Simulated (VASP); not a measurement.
Here is a VASP 6.6.1 calculation.

File INCAR:

```
SYSTEM = SnSe2
ALGO = Normal
EDIFF = 1E-6
ENCUT = 520
GGA = PE
ISIF = 2
ISMEAR = 0
LASPH = .TRUE.
LCHARG = .FALSE.
LREAL = .FALSE.
LWAVE = .FALSE.
NBANDS = 20
NELM = 80
PREC = Accurate
SIGMA = 0.05
```

KPOINTS

```
k-points
0
G
  12 12 4
  0 0 0
```

Contents of POSCAR:

```
SnSe2
1.0
    3.9247910363      0.0000000000      0.0000000000
   -1.9623955182      3.3989687419      0.0000000000
    0.0000000000      0.0000000000      6.8004099281
Sn Se
1 2
Direct
    0.0000000000      0.0000000000      0.0000000000
    0.3333333333      0.6666666667      0.2281493097
    0.6666666667      0.3333333333      0.7718506903
```

Potentials or basis: VASP PAW PBE potentials, release 64 (Sn_d, Se).

Launch:

```bash
$ cat potpaw_PBE.64/Sn_d/POTCAR potpaw_PBE.64/Se/POTCAR > POTCAR
$ mpirun -np 1 vasp_std > vasp.out
```

(1) Estimate the pressure.

(2) Estimate the band gap on the k mesh.

Results:

(1) -0.1 GPa.

(2) 0.85 eV (least direct gap 1.15 eV).

Caveat: spin-orbit coupling is left out, which moves the levels of the heavy elements; this functional lacks dispersion, which binds the layers, so the pressure and a relaxed spacing across them are unreliable.
